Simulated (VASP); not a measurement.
A run of VASP 6.6.1 is set up as follows.

INCAR

```
SYSTEM = Mg
PREC     = Accurate       ! precision mode
ENCUT    = 520            ! plane-wave cutoff, eV
EDIFF    = 1E-6           ! SCF threshold, eV
ISMEAR   = 0              ! smearing method
SIGMA    = 0.1            ! smearing width, eV
LREAL    = .FALSE.        ! projectors in reciprocal space
LASPH    = .TRUE.         ! aspherical terms in the spheres
NELM     = 120            ! most SCF steps
ALGO     = Normal         ! electronic algorithm
ISIF     = 2              ! what is computed and relaxed
LWAVE    = .FALSE.        ! write WAVECAR
LCHARG   = .TRUE.         ! write CHGCAR
GGA      = PS             ! functional
LELF     = .TRUE.         ! ELF
LVHAR    = .TRUE.       
NBANDS   = 16             ! bands
GGA_COMPAT= .FALSE.
```

KPOINTS

```
Automatic mesh
0
G
  2 2 2
  0 0 0
```

POSCAR

```
Mg
1.0
    0.0000000000      4.4885120000      4.4885120000
    4.4885120000      0.0000000000      4.4885120000
    4.4885120000      4.4885120000      0.0000000000
Mg
7
Direct
    0.0000000000      0.0000000000      0.4281995904
    0.0120673622      0.5262629352     -0.0232570393
   -0.0120673622      0.4737370648      0.5150732581
    0.5262629352      0.0120673622     -0.0232570393
    0.4737370648     -0.0120673622      0.5150732581
    0.5000000000      0.5000000000      0.0143089737
    0.5000000000      0.5000000000      0.4905258135
```

Potentials or basis: VASP PAW PBE potentials, release 64 (Mg).

Run with:

```bash
$ cat potpaw_PBE.64/Mg/POTCAR > POTCAR
$ mpirun -np 1 vasp_std > vasp.out
```

Q: Estimate the pressure.

A: -1.4 GPa.

Q: Estimate the largest force.

A: 0.086 eV/Å.

Q: Estimate the band gap on the k mesh.

A: Zero (bands 7 and 8 overlap by 2.71 eV).

Forces in eV/Å, atoms in the order of the input:
```
Mg   0.061  0.061  0.000
Mg  -0.007 -0.010  0.000
Mg  -0.010 -0.007  0.000
Mg  -0.010 -0.007  0.000
Mg  -0.007 -0.010  0.000
Mg  -0.015 -0.015  0.000
Mg  -0.012 -0.012  0.000
```

Caveat: the k points lie up to 0.61 Å⁻¹ apart, too coarse for converged energies and pressures of a metal; the PAW data sets were made with another functional, which shifts forces and pressure a little.
